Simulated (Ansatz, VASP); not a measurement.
## Two plane-wave programs on SnTe2

```
Sn Te
1.0
     0.00000    3.70104    3.70104
     3.70104    0.00000    3.70104
     3.70104    3.70104    0.00000
Sn Te
1 2
Direct
  0.00000 0.00000 0.00000
  0.25000 0.25000 0.25000
  0.75000 0.75000 0.75000
```

Alike in both runs: task single point; functional PBE-based global hybrid; k mesh 4 × 4 × 4; occupations fermi-dirac, width 0.02 eV; no spin polarisation.

|  | VASP | Ansatz |
| --- | --- | --- |
| version | VASP 6.6.1 | Ansatz 0.2.0 |
| potentials or method | VASP PAW PBE potentials, release 64 (Sn_d, Te) | plane waves |
| plane-wave cutoff (eV) | 520 | 420 |
| valence electrons in the cell | 26 | 46 |

Ansatz gave:

```
pressure (GPa) : -4.6
```

Q: Which values does VASP return?

A: Pressure (GPa): -7.1.

VASP's potentials were made for PBE, not for PBE-based global hybrid. VASP's potentials hold 26 valence electrons a cell and Ansatz's 46, so a difference there can come from the potentials and not from the codes. Ansatz's warnings: filled band counts differ across k points, stress exchange threshold loose, stress scf threshold loose.

The k mesh is coarse, so the values compare programs but aren't converged. Spin-orbit coupling is off throughout.
